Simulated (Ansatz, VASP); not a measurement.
One calculation of Be, two programs

The input INCAR:

```
SYSTEM = Be
ALGO     = Normal         ! electronic algorithm
EDIFF    = 1E-6           ! SCF threshold, eV
EDIFFG   = -0.02          ! ionic threshold
ENCUT    = 600            ! plane-wave cutoff, eV
GGA      = PE             ! functional
IBRION   = 2              ! ionic algorithm
ISIF     = 3              ! what is computed and relaxed
ISMEAR   = 0              ! smearing method
LASPH    = .True.         ! aspherical terms in the spheres
LCHARG   = .False.        ! write CHGCAR
LREAL    = .False.        ! projectors in reciprocal space
LWAVE    = .False.        ! write WAVECAR
NELM     = 100            ! most SCF steps
NSW      = 90             ! ionic steps
PREC     = Accurate       ! precision mode
SIGMA    = 0.1            ! smearing width, eV
```

KPOINTS

```
k-points
0
Gamma
  14 10 10
  0 0 0
```

File POSCAR:

```
Be
1.0
    2.3984925701      0.0000000000      0.0000000000
    0.0000000000      3.5920249215      0.0000000000
    0.0000000000      0.0000000000      3.6572572610
Be
4
Direct
    0.7499231694      0.7500459890      0.7499156142
    0.2500768306      0.2499540110      0.7499156142
    0.2499231694      0.7499540110      0.2500843858
    0.7500768306      0.2500459890      0.2500843858
```

Input for Ansatz:

```yaml
crystal:
  lattice:
    - [2.3984925701, 0.0, 0.0]
    - [0.0, 3.5920249215, 0.0]
    - [0.0, 0.0, 3.657257261]
  atoms:
    - { symbol: Be, position: [0.7499231694, 0.750045989, 0.7499156142] }
    - { symbol: Be, position: [0.2500768306, 0.249954011, 0.7499156142] }
    - { symbol: Be, position: [0.2499231694, 0.749954011, 0.2500843858] }
    - { symbol: Be, position: [0.7500768306, 0.250045989, 0.2500843858] }
basis:
  ecutwfc: 420
kpoints:
  mp_grid: { grid: [14, 10, 10] }
hamiltonian:
  xc: pbe
scf:
  occupations: { method: gaussian, width: 0.1 }
output:
  forces: true
  stress: true
  eigenvalues: true
relax:
  adjacent_minimum: "off"
  f_tol: 0.02
  max_steps: 70
  cell: { stress_tol: 0.1 }
```

Alike in both runs: task relaxation of cell and atoms; functional PBE; k mesh 14 × 10 × 10; occupations gaussian, width 0.1 eV; no spin polarisation.

|  | VASP | Ansatz |
| --- | --- | --- |
| version | VASP 6.6.1 | Ansatz 0.2.0 |
| potentials or method | VASP PAW PBE potentials, release 64 (Be), cutoff 600 eV | scalar-relativistic, plane waves, PAW |
| valence electrons in the cell | 8 | 8 |

VASP gave:

| Quantity | Value |
| --- | --- |
| gap on the k mesh at the Fermi level, each at its own relaxed structure (eV) | none |
| relaxed volume (Å³/atom) | 7.82 |
| relaxed cell length with the largest relative difference (Å) | 2.499 |

Question: Which values does Ansatz return?

Answer: gap on the k mesh at the Fermi level, each at its own relaxed structure (eV): none; relaxed volume (Å³/atom): 7.82; relaxed cell length with the largest relative difference (Å): 2.497.

A gap of «none» marks a metal or a gap that the smearing closes.
